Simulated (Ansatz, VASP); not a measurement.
## CdS in VASP and in Ansatz

```xyz
4
Lattice="4.0735 0.0000 0.0000 -2.0368 3.5278 0.0000 0.0000 0.0000 6.6384" Properties=species:S:1:pos:R:3 pbc="T T T"
Cd    0.0000    2.3518   -0.0035
Cd    2.0368    1.1759    3.3157
S     0.0000    2.3518    2.4929
S     2.0368    1.1759    5.8121
```

Alike in both runs: task single point; functional LDA; k mesh 6 × 6 × 4; no spin polarisation.

|  | VASP | Ansatz |
| --- | --- | --- |
| version | VASP 6.6.1 | Ansatz 0.2.0 |
| potentials or method | VASP PAW LDA potentials, release 64 (Cd, S), cutoff 520 eV | all-electron LAPW, scalar-relativistic |
| occupations | gaussian, width 0.01 eV | fixed |

VASP gave:

| Item | Value |
| --- | --- |
| gap on the k mesh at the Fermi level (eV) | 1.06 |
| pressure (GPa) | 0.6 |

Problem. What did Ansatz give for the same quantities?

Solution. gap on the k mesh at the Fermi level (eV): 1.02; pressure (GPa): 0.0.

LDA's correlation is that of Perdew and Zunger in VASP and of Perdew and Wang (1992) in Ansatz. Ansatz ran all-electron here, and VASP with PAW potentials.
